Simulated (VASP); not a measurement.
# GaSb (F-43m) in VASP: elastic constants with PBEsol

Aim: the elastic constants of GaSb with PBEsol.

All numbers are computed with VASP 6.6.1; they aren't measurements. Logs are shortened: lines on timing, memory, paths and dates and some standing lists are left out, and cuts for length are marked.

## (1) The cell of the first run

It takes space group F-43m (No. 216, cubic). The conventional cell has a = 5.834 Å, b = 5.834 Å, c = 5.834 Å, α = 90.00°, β = 90.00°, γ = 90.00°. Ga (site symmetry -43m) has 4 Sb at 2.53 Å within 3.3 Å. Within 3.3 Å of Sb (site symmetry -43m) lie 4 Ga at 2.53 Å.

## (2) Elastic constants, PBEsol

Contents of INCAR:

```
SYSTEM = GaSb
PREC = Accurate
ENCUT = 600
EDIFF = 1E-8
ISMEAR = -1
SIGMA = 0.1
LREAL = .False.
LASPH = .True.
NELM = 60
ALGO = Normal
ISIF = 3
LWAVE = .False.
LCHARG = .False.
GGA = PS
IBRION = 6
NFREE = 2
POTIM = 0.015
NSW = 1
```

Contents of KPOINTS:

```
Automatic mesh
0
Gamma
  14 14 14
  0 0 0
```

Contents of POSCAR:

```
GaSb
1.0
    0.0000000000      2.9171365252      2.9171365252
    2.9171365252      0.0000000000      2.9171365252
    2.9171365252      2.9171365252      0.0000000000
Ga Sb
1 1
Direct
    0.0000000000      0.0000000000      0.0000000000
    0.7500000000      0.7500000000      0.7500000000
```

Potentials or basis: VASP PAW PBE potentials, release 64 (Ga_d, Sb).

The run is started by

```bash
$ cat potpaw_PBE.64/Ga_d/POTCAR potpaw_PBE.64/Sb/POTCAR > POTCAR
$ mpirun -np 1 vasp_std > vasp.out
```

OUTCAR:

```text
SYSTEM = GaSb
   PREC = Accurate
   ENCUT = 600
   EDIFF = 1E-8
   ISMEAR = -1
   LREAL = .False.
   LASPH = .True.
   NELM = 60
   ISIF = 3
   GGA = PS
   IBRION = 6
   NFREE = 2
   POTIM = 0.015
   NSW = 1

 ion  position               nearest neighbor table
   1  0.000  0.000  0.000-   2 2.53   2 2.53   2 2.53   2 2.53
   2  0.750  0.750  0.750-   1 2.53   1 2.53   1 2.53   1 2.53

  LATTYP: Found a face centered cubic cell.
 ALAT       =     5.8342730504

  Lattice vectors:

 A1 = (   0.0000000000,   2.9171365252,   2.9171365252)
 A2 = (   2.9171365252,   0.0000000000,   2.9171365252)
 A3 = (   2.9171365252,   2.9171365252,   0.0000000000)

Analysis of symmetry for initial positions (statically):
=====================================================================
 Subroutine PRICEL returns:
 Original cell was already a primitive cell.

 Routine SETGRP: Setting up the symmetry group for a
 face centered cubic supercell.

 Subroutine GETGRP returns: Found 24 space group operations
 (whereof 24 operations were pure point group operations)
 out of a pool of 48 trial point group operations.

The static configuration has the point symmetry T_d .

Analysis of symmetry for dynamics (positions and initial velocities):
=====================================================================
 Subroutine PRICEL returns:
 Original cell was already a primitive cell.

 Routine SETGRP: Setting up the symmetry group for a
 face centered cubic supercell.

 Subroutine GETGRP returns: Found 24 space group operations
 (whereof 24 operations were pure point group operations)
 out of a pool of 48 trial point group operations.

The dynamic configuration has the point symmetry T_d .

 Subroutine INISYM returns: Found 24 space group operations
 (whereof 24 operations are pure point group operations),
 and found     1 'primitive' translations

----------------------------------------------------------------------------------------

                                     Primitive cell

  volume of cell :      49.6478

  direct lattice vectors                    reciprocal lattice vectors
     0.000000000  2.917136525  2.917136525    -0.171400960  0.171400960  0.171400960
     2.917136525  0.000000000  2.917136525     0.171400960 -0.171400960  0.171400960
     2.917136525  2.917136525  0.000000000     0.171400960  0.171400960 -0.171400960

  length of vectors
     4.125454037  4.125454037  4.125454037     0.296875171  0.296875171  0.296875171

  position of ions in fractional coordinates (direct lattice)
     0.000000000  0.000000000  0.000000000
     0.750000000  0.750000000  0.750000000

  ion indices of the primitive-cell ions
   primitive index   ion index
                 1           1
                 2           2

----------------------------------------------------------------------------------------

 KPOINTS: Automatic mesh

Automatic generation of k-mesh.
 Grid dimensions read from file:
 generate k-points for:   14   14   14

 Generating k-lattice:

  Cartesian coordinates                     Fractional coordinates (reciprocal lattice)
    -0.012242926  0.012242926  0.012242926     0.071428571  0.000000000  0.000000000
     0.012242926 -0.012242926  0.012242926     0.000000000  0.071428571  0.000000000
     0.012242926  0.012242926 -0.012242926     0.000000000  0.000000000  0.071428571

  Length of vectors
     0.021205369  0.021205369  0.021205369

  Shift w.r.t. Gamma in fractional coordinates (k-lattice)
     0.000000000  0.000000000  0.000000000

 Subroutine IBZKPT returns following result:
 ===========================================

 Found    104 irreducible k-points:

 Following reciprocal coordinates:
            Coordinates               Weight
  0.000000  0.000000  0.000000      1.000000
  0.071429  0.000000  0.000000      8.000000
  0.142857  0.000000  0.000000      8.000000
[... 52 lines left out ...]
   NUPDOWN=      -1.0000    fix difference up-down
   EMIN   =  10.00;   EMAX   =-10.00  energy-range for DOS
   EFERMI =   0.00;   METHOD = LEGACY
   ISMEAR =    -1;   SIGMA  =   0.10  broadening in eV -4-tet -1-fermi 0-gaus
   EFERMI_NEDOS =   21; number of points for ismear=-14 and -15
   IALGO  =     38    algorithm
   IMIX   =      4    mixing-type and parameters
     AMIX     =   0.40;   BMIX     =  1.00
     AMIX_MAG =   1.60;   BMIX_MAG =  1.00
  volume/ion in A,a.u.               =      24.82       167.52
  Fermi-wavevector in a.u.,A,eV,Ry     =   1.167344  2.205961 18.540555  1.362692
  Thomas-Fermi vector in A             =   2.303846
   LORBIT       =      0    0 simple, 1 ext, 2 COOP (PROOUT), +10 PAW based schemes
   GGA     = PS    functional components
   LHFCALC =     F    Hartree Fock is set to
   AEXX    =    0.0000 exact exchange contribution
   IVDW    =     0    specifies the selected vdW correction
   LEPSILON=     F    determine dielectric tensor
   LRPA    =     F    only Hartree local field effects (RPA)
 finite differences with symmetry
 non-spin polarized calculation
  energy-cutoff  :      600.00
  volume of cell :       49.65
 maximum number of plane-waves:      1676
 NGX is ok and might be reduce to    36
   NGX = 17   NGY = 17   NGZ = 17

--------------------------------------- Ionic step        1  -------------------------------------------

 number of electron      18.0000003 magnetization

 Free energy of the ion-electron system (eV)
  ---------------------------------------------------
  ext. energy  EPLUGINS =         0.00000000
  ---------------------------------------------------
  free energy    TOTEN  =        -7.94702741 eV

  energy without entropy =       -7.94620362  energy(sigma->0) =       -7.94661551

------------------------ aborting loop because EDIFF is reached ----------------------------------------

  FORCE on cell =-STRESS in cart. coord.  units (eV):
  Direction    XX          YY          ZZ          XY          YZ          ZX
  --------------------------------------------------------------------------------------
  -------------------------------------------------------------------------------------
  Total        3.1458974      3.1458974      3.1458974     -0.0000000      0.0000000     -0.0000000
  in kB      101.5207623    101.5207623    101.5207623     -0.0000000      0.0000000     -0.0000000
  external PRESSURE =     101.5207623 kB  Pullay stress =       0.0000000 kB
[... 89 lines left out ...]
  FREE ENERGIE OF THE ION-ELECTRON SYSTEM (eV)
  ---------------------------------------------------
  free  energy   TOTEN  =        -7.8954738110 eV

  energy  without entropy=       -7.8945382282  energy(sigma->0) =       -7.89500602

[... ionic steps 4 to 14 ...]

--------------------------------------- Ionic step       15  -------------------------------------------

 number of electron      18.0000001 magnetization

------------------------ aborting loop because EDIFF is reached ----------------------------------------
[... 67 lines left out ...]
--------------------------------------- Ionic step       17  -------------------------------------------

 number of electron      18.0000003 magnetization

 Free energy of the ion-electron system (eV)
  ---------------------------------------------------
  ext. energy  EPLUGINS =         0.00000000
  ---------------------------------------------------
  free energy    TOTEN  =        -7.94577132 eV

  energy without entropy =       -7.94493060  energy(sigma->0) =       -7.94535096

 E-fermi :   6.5583     XC(G=0):  -9.9009

 val. band max:        6.3570889765   @ k =   0.0000   0.0000   0.0000
 cond. band min:       6.8667398594   @ k =   0.0000   0.4286   0.4286
 fundamental gap:      0.5096508828
 Fermi energy:         6.5583434918

 k-point     1 :       0.0000    0.0000    0.0000
  band No.  band energies     occupation
      1      -9.0483      2.00000
      2      -9.0459      2.00000
      3      -9.0431      2.00000
      4      -8.9688      2.00000
      5      -8.9687      2.00000
      6      -6.2889      2.00000
      7       6.2556      1.90760
      8       6.3072      1.84992
      9       6.3571      1.76422
     10       7.3645      0.00063
     11       8.9653      0.00000
     12       9.0024      0.00000
     13       9.0412      0.00000
[... 354 lines left out ...]
  band No.  band energies     occupation
      1      -9.0798      2.00000
      2      -9.0328      2.00000
      3      -9.0302      2.00000
      4      -8.9748      2.00000
      5      -8.9668      2.00000
      6      -5.4021      2.00000
      7       2.0501      2.00000
      8       4.4920      2.00000
      9       4.6481      2.00000
     10       8.1911      0.00000
     11       9.4967      0.00000
     12      11.0033      0.00000
     13      11.2476      0.00000

 [... further k-points ...]
[... 5 lines left out ...]
  --------------------------------------------------------------------------------------
  -------------------------------------------------------------------------------------
  Total        3.1455386      3.1492549      3.1492549      0.0000000     -0.1934826      0.0000000
  in kB      101.5091850    101.6291116    101.6291116      0.0000000     -6.2438478      0.0000000
  external PRESSURE =     101.5891361 kB  Pullay stress =       0.0000000 kB
[... 17 lines left out ...]
  FREE ENERGIE OF THE ION-ELECTRON SYSTEM (eV)
  ---------------------------------------------------
  free  energy   TOTEN  =        -7.9457713193 eV

  energy  without entropy=       -7.9449306035  energy(sigma->0) =       -7.94535096

 INTERNAL STRAIN TENSORS FROM STRAINED CELLS
 ============================================

 INTERNAL STRAIN TENSOR FOR ION    1 for displacements in x,y,z  (eV/Angst):
          X           Y           Z          XY          YZ          ZX
  --------------------------------------------------------------------------------
  x     0.00000     0.00000    -0.00000     0.00000   -12.88019     0.00000
  y    -0.00000    -0.00000     0.00000    -0.00000     0.00000   -12.88005
  z    -0.00000     0.00000    -0.00000   -12.88012    -0.00000    -0.00000

 INTERNAL STRAIN TENSORS FROM DISPLACED ATOMS
 ============================================

 INTERNAL STRAIN TENSOR FOR ION    1 for displacements in x,y,z  (eV/Angst):
          X           Y           Z          XY          YZ          ZX
  --------------------------------------------------------------------------------
  x     0.00000     0.00000     0.00000     0.00000   -12.89481     0.00000
  y     0.00000     0.00000     0.00000     0.00000     0.00000   -12.89481
  z     0.00000     0.00000     0.00000   -12.89481     0.00000     0.00000

 INTERNAL STRAIN TENSOR FOR ION    2 for displacements in x,y,z  (eV/Angst):
          X           Y           Z          XY          YZ          ZX
  --------------------------------------------------------------------------------
  x    -0.00000     0.00000     0.00000     0.00000    12.89492     0.00000
  y    -0.00000    -0.00000    -0.00000     0.00000     0.00000    12.89492
  z     0.00000     0.00000    -0.00000    12.89492     0.00000     0.00000

 Eigenvectors and eigenvalues of the dynamical matrix
 ----------------------------------------------------

   1 f  =    7.845211 THz    49.292914 2PiTHz  261.688070 cm-1    32.445171 meV
             X         Y         Z           dx          dy          dz
      0.000000  0.000000  0.000000     0.797434   -0.000000    0.000000
      4.375705  4.375705  4.375705    -0.603406    0.000000    0.000000
[... 21 lines left out ...]
   6 f/i=    0.000337 THz     0.002119 2PiTHz    0.011249 cm-1     0.001395 meV
             X         Y         Z           dx          dy          dz
      0.000000  0.000000  0.000000     0.366458   -0.478323    0.031856
      4.375705  4.375705  4.375705     0.484294   -0.632130    0.042099

--------------------------------------------------------------------------------------------------------

 ELASTIC MODULI CONTR FROM IONIC RELAXATION (kBar)
 Direction    XX          YY          ZZ          XY          YZ          ZX
 --------------------------------------------------------------------------------
 XX          -0.0000     -0.0000      0.0000     -0.0000      0.0000      0.0000
 YY          -0.0000     -0.0000     -0.0000     -0.0000     -0.0000      0.0000
 ZZ           0.0000     -0.0000     -0.0000      0.0000     -0.0000      0.0000
 XY          -0.0000     -0.0000      0.0000   -480.6278     -0.0000      0.0000
 YZ           0.0000     -0.0000     -0.0000     -0.0000   -480.6278     -0.0000
 ZX           0.0000      0.0000      0.0000      0.0000     -0.0000   -480.6278
 --------------------------------------------------------------------------------

 TOTAL ELASTIC MODULI (kBar)
 Direction    XX          YY          ZZ          XY          YZ          ZX
 --------------------------------------------------------------------------------
 XX        1142.2674    714.7864    714.7864      0.0000     -0.0000      0.0000
 YY         714.7864   1142.2674    714.7864     -0.0000      0.0000     -0.0000
 ZZ         714.7864    714.7864   1142.2674      0.0000     -0.0000     -0.0000
 XY           0.0000     -0.0000      0.0000    435.2441     -0.0000      0.0000
 YZ          -0.0000      0.0000     -0.0000     -0.0000    435.2441     -0.0000
 ZX           0.0000     -0.0000     -0.0000      0.0000     -0.0000    435.2441
 --------------------------------------------------------------------------------
```

It took 1.9 h on 1 thread of Intel Xeon 8259CL, shared host; peak memory 1.1 GiB.

What came out:

- Elastic constants C11, C12, C44: 114, 71, 44 GPa
- Voigt bulk modulus: 86 GPa
- Highest phonon frequency at Γ, LO-TO splitting left out: 262 cm⁻¹

Phonon frequencies in cm⁻¹ (negative: imaginary):
```csv
q point,frequencies
"(0.000, 0.000, 0.000)",0 0 0 262 262 262
```

Elastic tensor in Voigt notation (GPa, in the Cartesian axes of the cell as first typed):
```
114  71  71   0   0   0
 71 114  71   0   0   0
 71  71 114   0   0   0
  0   0   0  44   0   0
  0   0   0   0  44   0
  0   0   0   0   0  44
```

Clamped-ion elastic tensor (GPa):
```
114  71  71   0   0   0
 71 114  71   0   0   0
 71  71 114   0   0   0
  0   0   0  92   0   0
  0   0   0   0  92   0
  0   0   0   0   0  92
```

Caveat: the cell is under stress, which shifts elastic constants; the PAW data sets were made with another functional, which shifts forces and pressure a little; spin-orbit coupling is left out, which moves the levels of the heavy elements.
